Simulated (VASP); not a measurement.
Here is a VASP 6.6.1 calculation.

Contents of INCAR:

```
SYSTEM = CdSe
PREC = Accurate ; ENCUT = 600
EDIFF = 1E-6 ; ISMEAR = 0
SIGMA = 0.1 ; LREAL = .False.
LASPH = .True. ; NELM = 100
ALGO = Normal ; ISIF = 3
LWAVE = .False. ; LCHARG = .False.
GGA = PE ; IBRION = 2
NSW = 100 ; EDIFFG = -0.01
```

File KPOINTS:

```
Automatic mesh
0
Gamma
  16 16 16
  0 0 0
```

The input POSCAR:

```
CdSe
1.0
    3.5552066678      0.0000000000      0.0000000000
    0.0000000000      3.5552066678      0.0000000000
    0.0000000000      0.0000000000      3.5552066678
Cd Se
1 1
Direct
    0.0000000000      0.0000000000      0.0000000000
    0.5000000000      0.5000000000      0.5000000000
```

Potentials or basis: VASP PAW PBE potentials, release 64 (Cd, Se).

The run is started by

```console
$ cat potpaw_PBE.64/Cd/POTCAR potpaw_PBE.64/Se/POTCAR > POTCAR
$ mpirun -np 1 vasp_std > vasp.out
```

(1) Estimate the band gap on the k mesh.

(2) Estimate the relaxed cell.

## Answers

(1) zero (band 9 reaches 3.36 eV, above the bottom of band 10 at 2.08 eV).

(2) a = 3.562 Å, b = 3.562 Å, c = 3.562 Å, α = 90.00°, β = 90.00°, γ = 90.00°.
